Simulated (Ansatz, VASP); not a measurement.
**Cd: VASP beside Ansatz**

File INCAR:

```
ALGO     = Normal         # electronic algorithm
EDIFF    = 1E-7           # SCF threshold, eV
EDIFFG   = -0.01          # ionic threshold
ENCUT    = 600            # plane-wave cutoff, eV
GGA      = RP             # functional
IBRION   = 2              # ionic algorithm
ISIF     = 3              # what is computed and relaxed
ISMEAR   = -1             # smearing method
LASPH    = True           # aspherical terms in the spheres
LCHARG   = False          # write CHGCAR
LREAL    = False          # projectors in reciprocal space
LWAVE    = False          # write WAVECAR
NELM     = 80             # most SCF steps
NSW      = 80             # ionic steps
PREC     = Accurate       # precision mode
SIGMA    = 0.1            # smearing width, eV
```

KPOINTS

```
k-points
0
Gamma
  9 9 9
```

Contents of POSCAR:

```
Cd
1.0
    0.0000000000      3.0772608027      3.0772608027
    3.0772608027      0.0000000000      3.0772608027
    3.0772608027      3.0772608027      0.0000000000
Cd
2
Direct
    0.1250000000      0.1250000000      0.1250000000
    0.8750000000      0.8750000000      0.8750000000
```

Input for Ansatz:

```yaml
crystal:
  lattice:
    - [0.0, 3.0772608027, 3.0772608027]
    - [3.0772608027, 0.0, 3.0772608027]
    - [3.0772608027, 3.0772608027, 0.0]
  atoms:
    - { symbol: Cd, position: [0.125, 0.125, 0.125] }
    - { symbol: Cd, position: [0.875, 0.875, 0.875] }
hamiltonian:
  xc: rpbe
  pseudopotentials:
    kind: paw
    azcp:
      Cd: "pseudopotentials/Cd.paw.azcp"
basis:
  ecutwfc: 420
  fft_grid_basis: typed
kpoints:
  mp_grid: { grid: [9, 9, 9], shift: [0, 0, 0] }
magnetization:
  spin_polarized: false
scf:
  occupations: { method: fermi_dirac, width: 0.1 }
relax:
  max_steps: 60
  f_tol: 0.01
  cell: {}
output:
  write_density: true
  write_potential: true
  elf: true
  volumetric_format: npy
```

Alike in both runs: task relaxation of cell and atoms; functional RPBE; k mesh 9 × 9 × 9; occupations fermi-dirac, width 0.1 eV; no spin polarisation.

|  | VASP | Ansatz |
| --- | --- | --- |
| version | VASP 6.6.1 | Ansatz 0.2.0 |
| potentials or method | VASP PAW PBE potentials, release 64 (Cd), cutoff 600 eV | plane waves (420 eV) with PAW, scalar-relativistic |
| valence electrons in the cell | 24 | 40 |

```csv
,VASP,Ansatz,Ansatz less VASP
relaxed volume (Å³/atom),42.33,42.45,+0.112
relaxed cell length with the largest relative difference (Å),4.929,4.933,+0.0044
```

VASP's potentials were made for PBE, not for RPBE. VASP's potentials hold 24 valence electrons a cell and Ansatz's 40, so a difference there can come from the potentials and not from the codes.

Noted on VASP's run: the volume moved by over 15 % at a fixed basis, so the end points are rough.
